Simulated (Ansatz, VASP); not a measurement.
**One calculation of CuO, two programs**

The input INCAR:

```
SYSTEM = CuO
ALGO = Fast ; EDIFF = 1E-7
ENCUT = 520 ; GGA = PE
ISIF = 2 ; ISMEAR = 1
LASPH = .True. ; LCHARG = .False.
LREAL = .False. ; LWAVE = .False.
NBANDS = 25 ; NELM = 100
PREC = Accurate ; SIGMA = 0.02
```

Contents of KPOINTS:

```
k-points
0
Gamma
  16 16 8
  0 0 0
```

File POSCAR:

```
CuO
1.0
    2.3446500000     -1.7134000000      0.0000000000
    2.3446500000      1.7134000000      0.0000000000
   -0.8605500000      0.0000000000      5.0594400000
Cu O
2 2
Direct
    0.0032000000      0.4968000000      0.0000000000
    0.4968000000      0.0032000000      0.5000000000
    0.5714000000      0.4056000000      0.2537000000
    0.4056000000      0.5714000000      0.7537000000
```

Input for Ansatz:

```yaml
crystal:
  lattice:
    - [2.34465, -1.7134, 0.0]
    - [2.34465, 1.7134, 0.0]
    - [-0.86055, 0.0, 5.05944]
  atoms:
    - { symbol: Cu, position: [0.0032, 0.4968, 0.0] }
    - { symbol: Cu, position: [0.4968, 0.0032, 0.5] }
    - { symbol: O, position: [0.5714, 0.4056, 0.2537] }
    - { symbol: O, position: [0.4056, 0.5714, 0.7537] }
basis:
  ecutwfc: 420
kpoints:
  mp_grid: { grid: [16, 16, 8] }
hamiltonian:
  xc: pbe
scf:
  occupations: { method: cold, width: 0.02 }
output:
  forces: true
  stress: true
  eigenvalues: true
```

Alike in both runs: task single point; functional PBE; k mesh 16 × 16 × 8; no spin polarisation.

|  | VASP | Ansatz |
| --- | --- | --- |
| version | VASP 6.6.1 | Ansatz 0.2.0 |
| potentials or method | VASP PAW PBE potentials, release 64 (Cu, O), cutoff 520 eV | scalar-relativistic, plane waves, PAW |
| occupations | methfessel-paxton of order 1, width 0.02 eV | cold, width 0.02 eV |
| valence electrons in the cell | 34 | 50 |

Ansatz gave:

```
gap on the k mesh at the Fermi level (eV)                     : none
pressure (GPa)                                                : 5.7
traceless stress, the component that is largest in VASP (GPa) : -1.73
rms of the force components (eV/Å)                            : 0.432
```

Which values does VASP return?

gap on the k mesh at the Fermi level (eV): none; pressure (GPa): 6.4; traceless stress, the component that is largest in VASP (GPa): -1.81; rms of the force components (eV/Å): 0.443.

Atom by atom the forces differ by 0.024 eV/Å (rms over components). A gap of «none» marks a metal or a gap that the smearing closes. VASP's potentials hold 34 valence electrons a cell and Ansatz's 50, so a difference there can come from the potentials and not from the codes.
